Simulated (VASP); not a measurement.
Wanted: the native input for a VASP 6.6.1 run.

```
Task                               : single point
Functional                         : r2SCANh
Potentials or basis                : VASP PAW PBE potentials, release 64 (Mn_pv, O)
Cutoff                             : 520 eV
k mesh                             : 5 × 5 × 5
Occupations                        : fermi-dirac, width 0.05 eV
Spin                               : collinear spin, ferromagnetic start
Starting moments                   : [4.0, 0.0] μB
Dipole correction                  : no
Grid for exact exchange (PRECFOCK) : Normal
Further INCAR settings             : ALGO = Normal; EDIFF = 1e-06; NBANDS = 20
Share of exact exchange            : 0.1
```

MnO:

```
CELL_PARAMETERS angstrom
2.67239 0.00000 0.00000
0.00000 2.67239 0.00000
0.00000 0.00000 2.67239
ATOMIC_POSITIONS crystal
Mn 0.00000 0.00000 0.00000
O 0.50000 0.50000 0.50000
```

The input as run:

POSCAR

```
MnO
1.0
    2.6723886600      0.0000000000      0.0000000000
    0.0000000000      2.6723886600      0.0000000000
    0.0000000000      0.0000000000      2.6723886600
Mn O
1 1
Direct
    0.0000000000      0.0000000000      0.0000000000
    0.5000000000      0.5000000000      0.5000000000
```

INCAR.step1

```
PREC = Accurate
ENCUT = 520
EDIFF = 1E-5
ISMEAR = -1
SIGMA = 0.05
LREAL = False
LASPH = True
NELM = 150
ALGO = Normal
ISIF = 2
LWAVE = True
LCHARG = False
ISPIN = 2
MAGMOM = 4 0
LORBIT = 11
LMAXMIX = 4
GGA = PE
NBANDS = 20
```

INCAR.step2

```
PREC = Accurate
ENCUT = 520
EDIFF = 1E-6
ISMEAR = -1
SIGMA = 0.05
LREAL = False
LASPH = True
NELM = 150
ALGO = Normal
ISIF = 2
LWAVE = False
LCHARG = False
ISPIN = 2
MAGMOM = 4 0
LORBIT = 11
LMAXMIX = 4
METAGGA = R2SCAN
LHFCALC = True
AEXX = 0.1
LMIXTAU = True
PRECFOCK = Normal
ISTART = 1
NBANDS = 20
```

KPOINTS

```
regular mesh
0
Gamma
  5 5 5
```

Potentials or basis: VASP PAW PBE potentials, release 64 (Mn_pv, O).

Run with:

```bash
$ cat potpaw_PBE.64/Mn_pv/POTCAR potpaw_PBE.64/O/POTCAR > POTCAR
$ cp INCAR.step1 INCAR
$ mpirun -np 1 vasp_std > vasp.out
$ cp INCAR.step2 INCAR
$ mpirun -np 1 vasp_std > vasp.out
```

Results of the run:

The pressure is 15.1 GPa, the band gap on the k mesh is 1.81 eV (least direct gap 2.59 eV) and the net moment is 5.00 μB per cell. The site moments are Mn +4.57; O +0.25 μB and the valence electrons inside the program's atomic spheres are Mn 11.38; O 5.06.

Caveat: the k points lie up to 0.47 Å⁻¹ apart; the PAW data sets were made with another functional, which shifts forces and pressure a little; an odd mesh through Γ misses points on the zone boundary, where band edges can lie; a cell with one magnetic atom can't hold antiferromagnetic order, which such compounds often take.

Wall time 17 min on 1 thread of Intel(R) Xeon(R) Platinum 8488C (Sapphire Rapids), on a shared host, peak memory 0.14 GiB.
